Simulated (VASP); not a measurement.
# Cd (P6_3/mmc) in VASP: further runs

The runs below take Cd through single point, with r2SCAN.

All numbers are computed with VASP 6.6.1; they aren't measurements. Logs are shortened: lines on timing, memory, paths and dates and some standing lists are left out, and cuts for length are marked.

## Step 1: The cell of the first run

Symmetry: P6_3/mmc, No. 194, hexagonal system. Conventional cell: a = 2.913 Å, b = 2.913 Å, c = 4.932 Å, α = 90.00°, β = 90.00°, γ = 120.00°. Cd (site symmetry -6m2) has 12 Cd at 2.91 to 2.98 Å within 3.8 Å.

## Step 2: Single point, r2SCAN

File POSCAR:

```
Cd
1.0
    2.9129364687      0.0000000000      0.0000000000
   -1.4564682344      2.5226769815      0.0000000000
    0.0000000000      0.0000000000      4.9317499663
Cd
2
Direct
    0.3333333333      0.6666666667      0.2500000000
    0.6666666667      0.3333333333      0.7500000000
```

File INCAR.step1:

```
  PREC = Accurate
  ENCUT = 520
  ISMEAR = -1
  SIGMA = 0.05
  LREAL = False
  LASPH = True
  NELM = 80
  NBANDS = 19
  GGA = PE
  ALGO = Normal
  EDIFF = 1E-4
  LWAVE = True
  LCHARG = False
```

File INCAR.step2:

```
  PREC = Accurate
  ENCUT = 520
  EDIFF = 1E-6
  ISMEAR = -1
  SIGMA = 0.05
  LREAL = False
  LASPH = True
  NELM = 80
  ALGO = Normal
  ISIF = 2
  LWAVE = False
  LCHARG = False
  METAGGA = R2SCAN
  LMIXTAU = True
  NBANDS = 19
  ISTART = 1
```

File KPOINTS:

```
Automatic mesh
0
Gamma
  18 18 8
```

Potentials or basis: VASP PAW PBE potentials, release 64 (Cd).

Command:

```sh
$ cat potpaw_PBE.64/Cd/POTCAR > POTCAR
$ cp INCAR.step1 INCAR
$ mpirun -np 1 vasp_std > vasp.out
$ cp INCAR.step2 INCAR
$ mpirun -np 1 vasp_std > vasp.out
```

OUTCAR:

```text
PREC = Accurate
   ENCUT = 520
   EDIFF = 1E-6
   ISMEAR = -1
   LREAL = False
   LASPH = True
   NELM = 80
   ISIF = 2
   METAGGA = R2SCAN
   ISTART = 1

 ion  position               nearest neighbor table
   1  0.333  0.667  0.250-   2 2.98   2 2.98   2 2.98   2 2.98   2 2.98   2 2.98
   2  0.667  0.333  0.750-   1 2.98   1 2.98   1 2.98   1 2.98   1 2.98   1 2.98

  LATTYP: Found a hexagonal cell.
 ALAT       =     2.9129364687
 C/A-ratio  =     1.6930509880

  Lattice vectors:

 A1 = (   2.9129364687,   0.0000000000,   0.0000000000)
 A2 = (  -1.4564682344,   2.5226769815,   0.0000000000)
 A3 = (   0.0000000000,   0.0000000000,   4.9317499663)

Analysis of symmetry for initial positions (statically):
=====================================================================
 Subroutine PRICEL returns:
 Original cell was already a primitive cell.

 Routine SETGRP: Setting up the symmetry group for a
 hexagonal supercell.

 Subroutine GETGRP returns: Found 24 space group operations
 (whereof 12 operations were pure point group operations)
 out of a pool of 24 trial point group operations.

The static configuration has the point symmetry D_3d.
 The point group associated with its full space group is D_6h.

Analysis of symmetry for dynamics (positions and initial velocities):
=====================================================================
 Subroutine PRICEL returns:
 Original cell was already a primitive cell.

 Routine SETGRP: Setting up the symmetry group for a
 hexagonal supercell.

 Subroutine GETGRP returns: Found 24 space group operations
 (whereof 12 operations were pure point group operations)
 out of a pool of 24 trial point group operations.

The dynamic configuration has the point symmetry D_3d.
 The point group associated with its full space group is D_6h.

 Subroutine INISYM returns: Found 24 space group operations
 (whereof 12 operations are pure point group operations),
 and found     1 'primitive' translations

----------------------------------------------------------------------------------------

                                     Primitive cell

  volume of cell :      36.2405

  direct lattice vectors                    reciprocal lattice vectors
     2.912936469  0.000000000  0.000000000     0.343296193  0.198202149  0.000000000
    -1.456468234  2.522676982  0.000000000     0.000000000  0.396404299  0.000000000
     0.000000000  0.000000000  4.931749966     0.000000000  0.000000000  0.202767782

  length of vectors
     2.912936469  2.912936469  4.931749966     0.396404299  0.396404299  0.202767782

  position of ions in fractional coordinates (direct lattice)
     0.333333333  0.666666667  0.250000000
     0.666666667  0.333333333  0.750000000

  ion indices of the primitive-cell ions
   primitive index   ion index
                 1           1
                 2           2

----------------------------------------------------------------------------------------

 KPOINTS: Automatic mesh

Automatic generation of k-mesh.
 Grid dimensions read from file:
 generate k-points for:   18   18    8

 Generating k-lattice:

  Cartesian coordinates                     Fractional coordinates (reciprocal lattice)
     0.019072011  0.011011231  0.000000000     0.055555556  0.000000000  0.000000000
     0.000000000  0.022022461  0.000000000     0.000000000  0.055555556  0.000000000
     0.000000000  0.000000000  0.025345973     0.000000000  0.000000000  0.125000000

  Length of vectors
     0.022022461  0.022022461  0.025345973

  Shift w.r.t. Gamma in fractional coordinates (k-lattice)
     0.000000000  0.000000000  0.000000000

 Subroutine IBZKPT returns following result:
 ===========================================

 Found    185 irreducible k-points:

 Following reciprocal coordinates:
            Coordinates               Weight
  0.000000  0.000000  0.000000      1.000000
  0.055556  0.000000  0.000000      6.000000
  0.111111  0.000000  0.000000      6.000000
  0.166667  0.000000  0.000000      6.000000
  0.222222  0.000000  0.000000      6.000000
  0.277778  0.000000  0.000000      6.000000
[... 16 lines left out ...]
  0.333333  0.111111  0.000000     12.000000
  0.388889  0.111111  0.000000     12.000000
 [... further k-points ...]
   k-points           NKPTS =    185   k-points in BZ     NKDIM =    185   number of bands    NBANDS=     19
   number of dos      NEDOS =    301   number of ions     NIONS =      2
   total plane-waves  NPLWV =  23040
   dimension x,y,z NGX =    24 NGY =   24 NGZ =   40
   dimension x,y,z NGXF=    48 NGYF=   48 NGZF=   80
   ions per type =               2
   NGX,Y,Z   is equivalent  to a cutoff of  13.70, 13.70, 13.48 a.u.
   NGXF,Y,Z  is equivalent  to a cutoff of  27.39, 27.39, 26.97 a.u.
 SYSTEM =  unknown system
   PREC   = accura    normal or accurate (medium, high low for compatibility)
   ISTART =      1    job   : 0-new  1-cont  2-samecut
   ICHARG =      0    charge: 1-file 2-atom 10-const
   ISPIN  =      1    spin polarized calculation?
   LNONCOLLINEAR =      F non collinear calculations
   LSORBIT =      F    spin-orbit coupling
   LASPH  =      T    aspherical Exc in radial PAW
   ENCUT  =  520.0 eV  38.22 Ry    6.18 a.u.   5.42  5.42  9.17*2*pi/ulx,y,z
   NELM   =     80;   NELMIN=  2; NELMDL=  0     # of ELM steps
   EDIFF  = 0.1E-05   stopping-criterion for ELM
   LREAL  =      F    real-space projection
   EDIFFG = 0.1E-04   stopping-criterion for IOM
   NSW    =      0    number of steps for IOM
   IBRION =     -1    ionic relax: 0-MD 1-quasi-New 2-CG
   NFREE  =      0    steps in history (QN), initial steepest desc. (CG)
   ISIF   =      2    stress and relaxation
   ISYM   =      2    0-nonsym 1-usesym 2-fastsym
   POTIM  = 0.5000    time-step for ionic-motion
   TEBEG  =    0.0;   TEEND  =   0.0 temperature during run
   PSTRESS=    0.0 pullay stress
   NELECT =      24.0000    total number of electrons
   NUPDOWN=      -1.0000    fix difference up-down
   EMIN   =  10.00;   EMAX   =-10.00  energy-range for DOS
   EFERMI =   0.00;   METHOD = LEGACY
   ISMEAR =    -1;   SIGMA  =   0.05  broadening in eV -4-tet -1-fermi 0-gaus
   EFERMI_NEDOS =   21; number of points for ismear=-14 and -15
   IALGO  =     38    algorithm
   IMIX   =      4    mixing-type and parameters
     AMIX     =   0.40;   BMIX     =  1.00
     AMIX_MAG =   1.60;   BMIX_MAG =  1.00
  volume/ion in A,a.u.               =      18.12       122.28
  Fermi-wavevector in a.u.,A,eV,Ry     =   1.426967  2.696577 27.704667  2.036236
  Thomas-Fermi vector in A             =   2.547187
   LORBIT       =      0    0 simple, 1 ext, 2 COOP (PROOUT), +10 PAW based schemes
   METAGGA = R2SCAN    functional components
   LHFCALC =     F    Hartree Fock is set to
   AEXX    =    0.0000 exact exchange contribution
   IVDW    =     0    specifies the selected vdW correction
   LEPSILON=     F    determine dielectric tensor
   LRPA    =     F    only Hartree local field effects (RPA)
 non-spin polarized calculation
  energy-cutoff  :      520.00
  volume of cell :       36.24
 maximum number of plane-waves:      1002
 NGX is ok and might be reduce to    24
   NGX = 11   NGY = 11   NGZ = 19

 number of electron      24.0000009 magnetization

 Free energy of the ion-electron system (eV)
  ---------------------------------------------------
  ext. energy  EPLUGINS =         0.00000000
  ---------------------------------------------------
  free energy    TOTEN  =       -39.88253743 eV

  energy without entropy =      -39.87944679  energy(sigma->0) =      -39.88099211

 E-fermi :   4.5547     XC(G=0): -12.9414

 val. band max:        4.4821829656   @ k =   0.3333   0.1667   0.1250
 cond. band min:       4.5616219373   @ k =   0.3333   0.3333   0.3750
 fundamental gap:      0.0794389718
 Fermi energy:         4.5546873096

 k-point     1 :       0.0000    0.0000    0.0000
  band No.  band energies     occupation
      1      -6.7982      2.00000
      2      -6.4301      2.00000
      3      -6.0150      2.00000
      4      -5.8480      2.00000
      5      -5.8480      2.00000
      6      -5.7179      2.00000
[... 11 lines left out ...]
     18      20.9766      0.00000
     19      21.9757      0.00000

 k-point     2 :       0.0556    0.0000    0.0000
  band No.  band energies     occupation
      1      -6.7622      2.00000
      2      -6.3416      2.00000
      3      -6.0249      2.00000
      4      -5.8391      2.00000
      5      -5.8135      2.00000
      6      -5.7274      2.00000
[... 11 lines left out ...]
     18      21.4244      0.00000
     19      22.8539      0.00000

 k-point     3 :       0.1111    0.0000    0.0000
  band No.  band energies     occupation
      1      -6.6684      2.00000
      2      -6.1279      2.00000
      3      -6.0463      2.00000
      4      -5.8047      2.00000
      5      -5.7130      2.00000
      6      -5.7059      2.00000
[... 11 lines left out ...]
     18      21.8249      0.00000
     19      21.8759      0.00000

 k-point     4 :       0.1667    0.0000    0.0000
  band No.  band energies     occupation
      1      -6.5721      2.00000
      2      -6.1142      2.00000
      3      -5.9779      2.00000
      4      -5.7320      2.00000
      5      -5.6457      2.00000
      6      -5.5558      2.00000
[... 11 lines left out ...]
     18      20.6140      0.00000
     19      20.6918      0.00000

 k-point     5 :       0.2222    0.0000    0.0000
  band No.  band energies     occupation
      1      -6.5640      2.00000
      2      -6.1646      2.00000
      3      -5.9295      2.00000
      4      -5.8615      2.00000
      5      -5.6103      2.00000
      6      -5.5777      2.00000
[... 11 lines left out ...]
     18      18.8638      0.00000
     19      20.7801      0.00000
[... 334 lines left out ...]
      2      -6.2101      2.00000
      3      -6.1114      2.00000
      4      -5.8136      2.00000
      5      -5.7651      2.00000
      6      -5.5048      2.00000
[... 11 lines left out ...]
     18      18.4151      0.00000
     19      18.9749      0.00000

 k-point    22 :       0.2778    0.1111    0.0000
  band No.  band energies     occupation
      1      -6.6130      2.00000
      2      -6.3025      2.00000
      3      -6.2642      2.00000
      4      -5.8112      2.00000
      5      -5.7011      2.00000
      6      -5.4899      2.00000
[... 11 lines left out ...]
     18      17.8802      0.00000
     19      18.3016      0.00000

 k-point    23 :       0.3333    0.1111    0.0000
  band No.  band energies     occupation
      1      -6.7052      2.00000
      2      -6.4484      2.00000
      3      -6.3314      2.00000
      4      -5.8362      2.00000
      5      -5.5883      2.00000
      6      -5.5772      2.00000
[... 11 lines left out ...]
     18      17.4926      0.00000
     19      17.7767      0.00000

 k-point    24 :       0.3889    0.1111    0.0000
  band No.  band energies     occupation
      1      -6.7661      2.00000
      2      -6.5392      2.00000
      3      -6.3801      2.00000
      4      -5.8428      2.00000
      5      -5.6425      2.00000
      6      -5.5149      2.00000
[... 11 lines left out ...]
     18      17.2577      0.00000
     19      17.4436      0.00000

 [... further k-points ...]

------------------------ aborting loop because EDIFF is reached ----------------------------------------

  FORCE on cell =-STRESS in cart. coord.  units (eV):
  Direction    XX          YY          ZZ          XY          YZ          ZX
  --------------------------------------------------------------------------------------
  -------------------------------------------------------------------------------------
  Total        3.5997901      3.5997901      3.5584174     -0.0000000      0.0000000      0.0000000
  in kB      159.1453852    159.1453852    157.3163132     -0.0000000      0.0000000      0.0000000
  external PRESSURE =     158.5356945 kB  Pullay stress =       0.0000000 kB

 VOLUME and BASIS-vectors are now :
 -----------------------------------------------------------------------------
  energy-cutoff  :      520.00
  volume of cell :       36.24
      direct lattice vectors                 reciprocal lattice vectors
     2.912936469  0.000000000  0.000000000     0.343296193  0.198202149  0.000000000
    -1.456468234  2.522676982  0.000000000     0.000000000  0.396404299  0.000000000
     0.000000000  0.000000000  4.931749966     0.000000000  0.000000000  0.202767782

 POSITION                                       TOTAL-FORCE (eV/Angst)
 -----------------------------------------------------------------------------------
     -0.00000      1.68178      1.23294         0.000000     -0.000000      0.000000
      1.45647      0.84089      3.69881        -0.000000      0.000000      0.000000
 -----------------------------------------------------------------------------------
    total drift:                               -0.000000      0.000000      0.000000

  FREE ENERGIE OF THE ION-ELECTRON SYSTEM (eV)
  ---------------------------------------------------
  free  energy   TOTEN  =       -39.8825374261 eV

  energy  without entropy=      -39.8794467916  energy(sigma->0) =      -39.88099211
```

Wall time 3.7 min (1 thread of AMD EPYC 9R45 (Zen 5), shared host); peak memory 0.21 GiB.

What came out:

* Free energy: -39.8825 eV
* Pressure: 15.9 GPa
* Band gap on the k mesh: zero (bands 12 and 13 overlap by 3.02 eV)

Levels at points of the mesh, in eV from the Fermi level:
```csv
k point,band 10,band 11,band 12,band 13,band 14,band 15
"(0.00, 0.00, 0.00)",-9.32,-9.32,-3.74,-1.73,14.59,15.15
"(0.50, 0.00, 0.00)",-9.08,-3.56,-2.73,3.00,3.30,4.88
"(0.00, 0.00, 0.50)",-9.54,-8.80,-8.80,6.44,6.44,14.97
"(0.50, 0.00, 0.50)",-9.11,-2.57,-2.57,0.09,0.09,10.56
```

Caveat: the cell stands under pressure; the PAW data sets were made with another functional, which shifts forces and pressure a little.

(Continued in part 2 of 2.)

The gap in the log of VASP goes by the Fermi energy; the results here count the filled bands.